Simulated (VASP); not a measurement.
# Pb (P6/mmm) in VASP: further runs, part 2 of 2

VASP 6.6.1.

## 5. Relaxation of cell and atoms, PBE, target pressure 140 GPa, at which the enthalpy is minimised

This run uses another cell than the first one, of 16.26 Å³/atom, 0.997 times its volume.

Input file INCAR:

```
  ALGO = Normal
  EDIFF = 1E-6
  EDIFFG = -0.005
  ENCUT = 600
  GGA = PE
  IBRION = 2
  ISIF = 3
  ISMEAR = -1
  LASPH = T
  LCHARG = F
  LREAL = F
  LWAVE = F
  NELM = 80
  NSW = 60
  PREC = Accurate
  PSTRESS = 1400.0
  SIGMA = 0.08
```

Input file KPOINTS:

```
k-points
0
Gamma
  8 8 11
```

Input file POSCAR:

```
Pb
1.0
    4.4957726117      0.0000000000      0.0000000000
   -2.2478863059      3.8934532914      0.0000000000
    0.0000000000      0.0000000000      2.7873790193
Pb
3
Direct
    0.0000000000      0.0000000000      0.0000000000
    0.3333333333      0.6666666667      0.5000000000
    0.6666666667      0.3333333333      0.5000000000
```

Potentials or basis: VASP PAW PBE potentials, release 64 (Pb_d).

Command:

```console
$ cat potpaw_PBE.64/Pb_d/POTCAR > POTCAR
$ mpirun -np 1 vasp_std > vasp.out
```

OUTCAR:

```text
EDIFF = 1E-6
   EDIFFG = -0.005
   ENCUT = 600
   GGA = PE
   IBRION = 2
   ISIF = 3
   ISMEAR = -1
   LASPH = T
   LREAL = F
   NELM = 80
   NSW = 60
   PREC = Accurate
   PSTRESS = 1400.0

 ion  position               nearest neighbor table
   1  0.000  0.000  0.000-   2 2.95   3 2.95   2 2.95   3 2.95   3 2.95   3 2.95   2 2.95   2 2.95
                             3 2.95   3 2.95   2 2.95   2 2.95
   2  0.333  0.667  0.500-   3 2.60   3 2.60   3 2.60   1 2.95   1 2.95   1 2.95   1 2.95   1 2.95
                             1 2.95   3 3.81   3 3.81   3 3.81   3 3.81   3 3.81   3 3.81
   3  0.667  0.333  0.500-   2 2.60   2 2.60   2 2.60   1 2.95   1 2.95   1 2.95   1 2.95   1 2.95
                             1 2.95   2 3.81   2 3.81   2 3.81   2 3.81   2 3.81   2 3.81

  LATTYP: Found a hexagonal cell.
 ALAT       =     4.4957726117
 C/A-ratio  =     0.6200000000
[... 380 lines left out ...]

 number of electron      42.0000001 magnetization

 Free energy of the ion-electron system (eV)
  ---------------------------------------------------
  ext. energy  EPLUGINS =         0.00000000
  ---------------------------------------------------
  free energy    TOTEN  =         0.11190878 eV

  energy without entropy =        0.14094253  energy(sigma->0) =        0.12642566

 E-fermi :  17.2311     XC(G=0): -13.5504

 val. band max:       17.1913743259   @ k =   0.2500   0.2500   0.3636
 cond. band min:      17.2392256875   @ k =   0.3750   0.2500   0.3636
 fundamental gap:      0.0478513616
 Fermi energy:        17.2310937749

 k-point     1 :       0.0000    0.0000    0.0000
  band No.  band energies     occupation
      1      -2.9534      2.00000
      2      -2.1618      2.00000
      3      -2.1073      2.00000
      4      -1.7237      2.00000
      5      -1.7237      2.00000
      6      -1.3564      2.00000
[... 661 lines left out ...]
     24      22.1983      0.00000
     25      23.2279      0.00000

 [... further k-points ...]
[... 5 lines left out ...]
  --------------------------------------------------------------------------------------
  -------------------------------------------------------------------------------------
  Total       42.7624152     42.7624153     42.7548967     -0.0000000      0.0000000     -0.0000000
  in kB     1400.1847176   1400.1847176   1399.9385350     -0.0000001      0.0000000     -0.0000000
  external PRESSURE =       0.1026568 kB  Pullay stress =    1400.0000000 kB
[... 22 lines left out ...]
  energy  without entropy=        0.1409425310  energy(sigma->0) =        0.12642566

  enthalpy is  TOTEN    =        42.8686826549 eV   P V=       42.7567738719

 reached required accuracy - stopping structural energy minimisation
```

OSZICAR:

```text
N       E                     dE             d eps       ncg     rms          rms(c)
DAV:   1     0.522494820069E+03    0.52249E+03   -0.23639E+04  3056   0.278E+03
DAV:   2     0.419952928835E+02   -0.48050E+03   -0.47649E+03  3003   0.577E+02
DAV:   3     0.124388353497E+01   -0.40751E+02   -0.40336E+02  3553   0.220E+02
[... 112 lines left out ...]
DAV:   3     0.111915113137E+00    0.96949E-04   -0.41048E-04  3916   0.418E-01    0.450E-03
DAV:   4     0.111911935660E+00   -0.31775E-05   -0.15423E-05  3379   0.456E-02    0.201E-03
DAV:   5     0.111909932521E+00   -0.20031E-05   -0.86710E-07  2125   0.927E-03    0.122E-03
DAV:   6     0.111908563919E+00   -0.13686E-05   -0.55997E-07  1693   0.611E-03    0.254E-04
DAV:   7     0.111908783028E+00    0.21911E-06   -0.13581E-07  1580   0.529E-03
  14 F= 0.42868683E+02 E0= 0.42883200E+02  d E =-.505639E-05
```

Run time: 3.3 min. Hardware: 1 thread of Intel Xeon 6975P-C (Granite Rapids), shared host; peak memory 0.23 GiB.

Results:

| Property | Result |
| --- | --- |
| Free energy | 0.1119 eV |
| Relaxed volume | 16.31 Å³/atom |
| Relaxed cell | a = 4.577 Å, b = 4.577 Å, c = 2.697 Å, α = 90.00°, β = 90.00°, γ = 120.00° |
| Space group after relaxing (to 0.05 Å) | P6/mmm (No. 191) |
| Energy change on relaxing (the enthalpy is what falls) | -77.5 meV/atom |
| Ionic steps | 14 |
| Pressure after relaxing | 140.0 GPa |
| Band gap on the k mesh | zero (band 21 reaches 19.75 eV, above the bottom of band 22 at 12.81 eV) |

The path:
```
step  energy change (eV)  largest force (eV/Å)  pressure (GPa)  volume (Å³)
   1              0.0000                0.0000          141.75        48.79
   2             -0.9795                0.0000          129.88        49.92
   3             -0.6516                0.0000          134.60        49.42
   4              2.3594                0.0000          173.69        46.36
   5             -0.3014                0.0000          139.16        49.01
   6             -0.2837                0.0000          139.36        48.99
   7             -0.2762                0.0000          139.45        48.98
   8             -0.1573                0.0000          140.93        48.85
   9             -0.2248                0.0000          140.12        48.92
  10             -0.2237                0.0000          140.11        48.92
  11             -0.1908                0.0000          140.51        48.88
  12             -0.2221                0.0000          140.15        48.92
  13             -0.2838                0.0000          139.35        48.99
  14             -0.2325                0.0000          140.01        48.93
```

Final structure:
```
CELL_PARAMETERS angstrom
4.57704 0.00000 0.00000
-2.28852 3.96384 0.00000
0.00000 0.00000 2.69704
ATOMIC_POSITIONS crystal
Pb 0.00000 0.00000 0.00000
Pb 0.33333 0.66667 0.50000
Pb 0.66667 0.33333 0.50000
```

Caveat: the cell is relaxed towards a set pressure, so the enthalpy falls and the energy may rise; spin-orbit coupling is left out, which moves the levels of the heavy elements.

## 6. The runs side by side

```tsv
task	cell	k mesh	cutoff (eV)	gap on the mesh (eV)	pressure (GPa)
single point	a = 4.577, b = 4.577, c = 2.697 Å, angles 90.0, 90.0, 120.0°, 3 atoms	8 × 8 × 11	520	none	139.9
relaxation of cell and atoms	relaxed to 140 GPa from a = 2.723, b = 2.723, c = 2.559 Å, angles 90.0, 90.0, 120.0°, 1 atom	16 × 16 × 15	600	none	140.0
relaxation of cell and atoms	relaxed to 140 GPa from a = 2.735, b = 2.735, c = 2.574 Å, angles 90.0, 90.0, 120.0°, 1 atom	16 × 16 × 15	600	none	140.0
relaxation of cell and atoms	relaxed to 140 GPa from a = 4.496, b = 4.496, c = 2.787 Å, angles 90.0, 90.0, 120.0°, 3 atoms	8 × 8 × 11	600	none	140.0
```

Alike in all rows: level PBE; potentials or basis VASP PAW PBE potentials, release 64 (Pb_d); no spin polarisation; smearing fermi-dirac 0.08 eV.

Caveats: spin-orbit coupling is left out, which moves the levels of the heavy elements; the cell is relaxed towards a set pressure, so the enthalpy falls and the energy may rise (some runs).

Absolute energies hang on the potentials; compare differences alone.
